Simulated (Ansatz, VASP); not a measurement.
**Nb in VASP and in Ansatz**

The input INCAR:

```
SYSTEM = Nb
PREC = Accurate ; ENCUT = 520
EDIFF = 1E-6 ; ISMEAR = -1
SIGMA = 0.1 ; LREAL = .False.
LASPH = .True. ; NELM = 100
ALGO = Normal ; ISIF = 2
LWAVE = .False. ; LCHARG = .True.
GGA = PE ; LELF = .True.
LVHAR = .True. ; NBANDS = 20
```

The input KPOINTS:

```
Automatic mesh
0
Gamma
  21 21 10
  0 0 0
```

Contents of POSCAR:

```
Nb
1.0
    2.8701074230      0.0000000000      0.0000000000
   -1.4350537115      2.4855859399      0.0000000000
    0.0000000000      0.0000000000      5.2418368265
Nb
2
Direct
    0.3333333333      0.6666666667      0.2500000000
    0.6666666667      0.3333333333      0.7500000000
```

Input for Ansatz:

```yaml
crystal:
  lattice:
    - [2.870107423, 0.0, 0.0]
    - [-1.4350537115, 2.4855859399, 0.0]
    - [0.0, 0.0, 5.2418368265]
  atoms:
    - { symbol: Nb, position: [0.3333333333, 0.6666666667, 0.25] }
    - { symbol: Nb, position: [0.6666666667, 0.3333333333, 0.75] }
hamiltonian:
  xc: pbe
  pseudopotentials:
    kind: paw
    azcp:
      Nb: "pseudopotentials/Nb.paw.azcp"
basis:
  ecutwfc: 420
  fft_grid_basis: typed
kpoints:
  mp_grid: { grid: [21, 21, 10], shift: [0, 0, 0] }
magnetization:
  spin_polarized: false
scf:
  occupations: { method: fermi_dirac, width: 0.1 }
output:
  stress: true
```

Alike in both runs: task single point; functional PBE; k mesh 21 × 21 × 10; occupations fermi-dirac, width 0.1 eV; no spin polarisation.

|  | VASP | Ansatz |
| --- | --- | --- |
| version | VASP 6.6.1 | Ansatz 0.2.0 |
| potentials or method | VASP PAW PBE potentials, release 64 (Nb_sv), cutoff 520 eV | plane waves (420 eV) with PAW, scalar-relativistic |
| valence electrons in the cell | 26 | 26 |

Ansatz gave:

| Property | Result |
| --- | --- |
| pressure (GPa) | -0.1 |
| traceless stress, the component that is largest in VASP (GPa) | 0.15 |

Q: Estimate VASP's values.

A: Pressure (GPa): -0.4; traceless stress, the component that is largest in VASP (GPa): 0.12.
